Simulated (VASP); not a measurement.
A run of VASP 6.6.1 is set up as follows.

The input INCAR:

```
PREC     = Accurate       # precision mode
ENCUT    = 520            # plane-wave cutoff, eV
EDIFF    = 1E-6           # SCF threshold, eV
ISMEAR   = 0              # smearing method
SIGMA    = 0.1            # smearing width, eV
LREAL    = Auto         
LASPH    = True           # aspherical terms in the spheres
NELM     = 100            # most SCF steps
ALGO     = Normal         # electronic algorithm
ISIF     = 2              # what is computed and relaxed
LWAVE    = False          # write WAVECAR
LCHARG   = True           # write CHGCAR
GGA      = PS             # functional
LELF     = True           # ELF
LVHAR    = True         
ISYM     = 0            
NBANDS   = 70             # bands
```

The input KPOINTS:

```
Automatic mesh
0
Gamma
  4 4 4
  0.5 0.5 0.5
```

Contents of POSCAR:

```
AlCu
1.0
    0.0000000000      0.0000000000      5.9950180000
    5.9950180000      0.0000000000      0.0000000000
    0.0000000000      5.9950180000      0.0000000000
Al Cu
8 8
Direct
    0.0000000000      0.0000000000      0.0000000000
    0.5000000000      0.0000000000      0.0000000000
    0.0000000000      0.0000000000      0.5000000000
    0.5000000000      0.0000000000      0.5000000000
    0.0000000000      0.5000000000      0.0000000000
    0.5000000000      0.5000000000      0.0000000000
    0.0000000000      0.5000000000      0.5000000000
    0.5000000000      0.5000000000      0.5000000000
    0.2500000000      0.2500000000      0.2500000000
    0.7500000000      0.2500000000      0.2500000000
    0.2500000000      0.2500000000      0.7500000000
    0.7500000000      0.2500000000      0.7500000000
    0.2500000000      0.7500000000      0.2500000000
    0.7500000000      0.7500000000      0.2500000000
    0.2500000000      0.7500000000      0.7500000000
    0.7500000000      0.7500000000      0.7500000000
```

Potentials or basis: VASP PAW PBE potentials, release 64 (Al, Cu).

Launch:

```sh
$ cat potpaw_PBE.64/Al/POTCAR potpaw_PBE.64/Cu/POTCAR > POTCAR
$ mpirun -np 1 vasp_std > vasp.out
```

**Question.** Estimate the pressure.

**Answer.** -3.6 GPa.

**Question.** What does it give for the band gap on the k mesh?

**Answer.** Zero (band 56 reaches 9.11 eV, above the bottom of band 57 at 8.49 eV).

Caveat: the PAW data sets were made with another functional, which shifts forces and pressure a little.
